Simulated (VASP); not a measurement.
A run of VASP 6.6.1 is set up as follows.

The input POSCAR:

```
SiO2
1.0
    4.2688925746      0.0000000000      0.0000000000
    0.0000000000      4.2688925746      0.0000000000
    0.0000000000      0.0000000000      2.7222166888
Si O
2 4
Direct
    0.0000000000      0.0000000000      0.0000000000
    0.5000000000      0.5000000000      0.5000000000
    0.3084021612      0.3084021612      0.0000000000
    0.1915978388      0.8084021612      0.5000000000
    0.8084021612      0.1915978388      0.5000000000
    0.6915978388      0.6915978388      0.0000000000
```

Contents of INCAR.step1:

```
ALGO     = Normal         # electronic algorithm
EDIFF    = 1E-4           # SCF threshold, eV
ENCUT    = 520            # plane-wave cutoff, eV
GGA      = PE             # functional
ISMEAR   = 0              # smearing method
LASPH    = True           # aspherical terms in the spheres
LCHARG   = False          # write CHGCAR
LREAL    = False          # projectors in reciprocal space
LWAVE    = True           # write WAVECAR
NBANDS   = 25             # bands
NELM     = 60             # most SCF steps
PREC     = Accurate       # precision mode
SIGMA    = 0.01           # smearing width, eV
```

File INCAR.step2:

```
ALGO     = Normal         # electronic algorithm
EDIFF    = 1E-7           # SCF threshold, eV
ENCUT    = 520            # plane-wave cutoff, eV
ISIF     = 2              # what is computed and relaxed
ISMEAR   = 0              # smearing method
ISTART   = 1            
LASPH    = True           # aspherical terms in the spheres
LCHARG   = False          # write CHGCAR
LMIXTAU  = True         
LREAL    = False          # projectors in reciprocal space
LWAVE    = False          # write WAVECAR
METAGGA  = R2SCAN         # meta-GGA
NBANDS   = 25             # bands
NELM     = 60             # most SCF steps
PREC     = Accurate       # precision mode
SIGMA    = 0.01           # smearing width, eV
```

Contents of KPOINTS:

```
k-points
0
Gamma
  6 6 10
```

Potentials or basis: VASP PAW PBE potentials, release 64 (Si, O).

Command:

```console
$ cat potpaw_PBE.64/Si/POTCAR potpaw_PBE.64/O/POTCAR > POTCAR
$ cp INCAR.step1 INCAR
$ mpirun -np 1 vasp_std > vasp.out
$ cp INCAR.step2 INCAR
$ mpirun -np 1 vasp_std > vasp.out
```

(1) Estimate the band gap on the k mesh.

(2) Estimate the largest force.

Answers

(1) 5.52 eV.

(2) 0.028 eV/Å.

Caveat: the cell differs from its parent crystal (strain +2.0%); the cell stands under tension; the PAW data sets were made with another functional, which shifts forces and pressure a little.
